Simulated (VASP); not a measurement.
# TiSi2: single point with PBE

The system is TiSi2.

```
Ti Si
1.0
     1.76139   -6.60052    0.00000
     1.76139    6.60052    0.00000
     0.00000    0.00000    3.55426
Ti Si
2 4
Direct
  0.89681 0.10319 0.75000
  0.10319 0.89681 0.25000
  0.55914 0.44086 0.75000
  0.44086 0.55914 0.25000
  0.24983 0.75017 0.75000
  0.75017 0.24983 0.25000
```

```
Program                : VASP 6.6.1
Task                   : single point
Functional             : PBE
Potentials or basis    : VASP PAW PBE potentials, release 64 (Ti_sv, Si)
Cutoff                 : 520 eV
k mesh                 : 12 × 12 × 12
Occupations            : gaussian, width 0.15 eV
Spin                   : no spin polarisation
Dipole correction      : no
Further INCAR settings : ALGO = Normal; EDIFF = 1e-06; NBANDS = 29
```

```
Pressure               : 5.7 GPa
Largest force          : 0.301 eV/Å
Band gap on the k mesh : zero (band 20 reaches 11.38 eV, above the bottom of band 21 at 10.35 eV)
```

Forces on the atoms (eV/Å):
```
Ti   0.000 -0.301  0.000
Ti   0.000  0.301  0.000
Si   0.000 -0.236  0.000
Si   0.000  0.236  0.000
Si   0.000  0.027  0.000
Si   0.000 -0.027  0.000
```

Stress tensor (GPa, compression positive):
```
4.17 0.00 0.00
0.00 8.01 0.00
0.00 0.00 5.03
```

Levels at points of the mesh, in eV from the Fermi level:
```tsv
k point	band 18	band 19	band 20	band 21	band 22	band 23
(0.00, 0.00, 0.00)	-2.16	-1.88	0.44	0.83	0.86	0.91
(0.50, 0.00, 0.00)	-1.35	-0.65	-0.64	-0.57	1.17	1.50
(0.50, 0.50, 0.00)	-2.02	-1.11	0.35	0.62	0.68	0.94
(0.00, 0.00, 0.50)	-1.60	-0.05	-0.05	1.03	1.03	1.51
(0.50, 0.00, 0.50)	-3.15	-2.49	-2.49	1.83	1.83	1.92
(0.50, 0.50, 0.50)	-2.15	-0.97	-0.97	0.53	0.53	1.70
```

It took 26 min on 1 thread of Oxide Virtual Turin-like Processor, on a shared host, peak memory 0.67 GiB.
